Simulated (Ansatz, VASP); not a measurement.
# One calculation of Ge, two programs

```xyz
2
Lattice="-0.0748 2.8472 2.8472 2.8472 -0.0748 2.8472 2.8472 2.8472 -0.0748" Properties=species:S:1:pos:R:3 pbc="T T T"
Ge   -0.0089   -0.0089   -0.0089
Ge    1.4138    1.4138    1.4138
```

Change from the starting cell: epitaxial_111 strain +3.0%.

Alike in both runs: task single point; functional r2SCAN; k mesh 8 × 8 × 8; occupations fermi-dirac, width 0.02 eV; no spin polarisation.

|  | VASP | Ansatz |
| --- | --- | --- |
| version | VASP 6.6.1 | Ansatz 0.2.0 |
| potentials or method | VASP PAW PBE potentials, release 64 (Ge_d) | plane waves, PAW |
| plane-wave cutoff (eV) | 520 | 500 |
| valence electrons in the cell | 28 | 28 |

```csv
,VASP,Ansatz,Ansatz less VASP
pressure (GPa),-2.9,-3.0,-0.02
"traceless stress, the component that is largest in VASP (GPa)",1.48,1.48,+0.002
rms of the force components (eV/Å),0.004,0.000,-0.0038
```

VASP's potentials were made for PBE, not for r2SCAN. Atom by atom the forces differ by 0.004 eV/Å (rms over components).
